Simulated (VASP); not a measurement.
Set up this calculation in VASP 6.6.1, as the native input.

- Task: single point
- Functional: PBE
- Potentials or basis: VASP PAW PBE potentials, release 64 (Mg, Be, Te)
- Cutoff: 520 eV
- k mesh: 8 × 8 × 4
- Occupations: gaussian, width 0.02 eV
- Spin: no spin polarisation
- Dipole correction: no
- Further INCAR settings: ALGO = Normal; EDIFF = 1e-07; NBANDS = 36

The structure of MgBe2Te3 lies in POSCAR:

```
MgBe2Te3
1.0
    9.7434200000     -2.0533414000      0.0000000000
    9.7434200000      2.0533414000      0.0000000000
   -1.6526169000      0.0000000000      7.8611957000
Mg Be Te
2 4 6
Direct
    0.9203990000      0.9203990000      0.8789230000
    0.9199345000      0.9199345000      0.3349820000
    0.2423540000      0.2423540000      0.5178330000
    0.2461630000      0.2461630000      0.0178470000
    0.6067580000      0.6067580000      0.1981210000
    0.5883050000      0.5883050000      0.6912320000
    0.3154595000      0.3154595000      0.3080180000
    0.3165320000      0.3165320000      0.7992550000
    0.4843550000      0.4843550000      0.1386290000
    0.0153720000      0.0153720000      0.6546620000
    0.6678090000      0.6678090000      0.4858390000
    0.6699030000      0.6699030000      0.9746600000
```

The cell was built from a structure type or drawn by symmetry, and may not be a known phase.

These files were run (other wordings do the same):

INCAR

```
PREC = Accurate
ENCUT = 520
EDIFF = 1E-7
ISMEAR = 0
SIGMA = 0.02
LREAL = F
LASPH = T
NELM = 80
ALGO = Normal
ISIF = 2
LWAVE = F
LCHARG = T
GGA = PE
LELF = T
LVHAR = T
NBANDS = 36
```

KPOINTS

```
regular mesh
0
Gamma
  8 8 4
```

Potentials or basis: VASP PAW PBE potentials, release 64 (Mg, Be, Te).

The run is started by

```console
$ cat potpaw_PBE.64/Mg/POTCAR potpaw_PBE.64/Be/POTCAR potpaw_PBE.64/Te/POTCAR > POTCAR
$ mpirun -np 1 vasp_std > vasp.out
```

Results of the run:

```
Pressure               : 0.1 GPa
Largest force          : 0.027 eV/Å
Band gap on the k mesh : 1.03 eV (least direct gap 2.01 eV)
```

Caveat: spin-orbit coupling is left out, which moves the levels of the heavy elements.

It took 21 min on 1 thread of Intel(R) Xeon(R) 6975P-C (Granite Rapids), with other jobs on the host, peak memory 1.3 GiB.
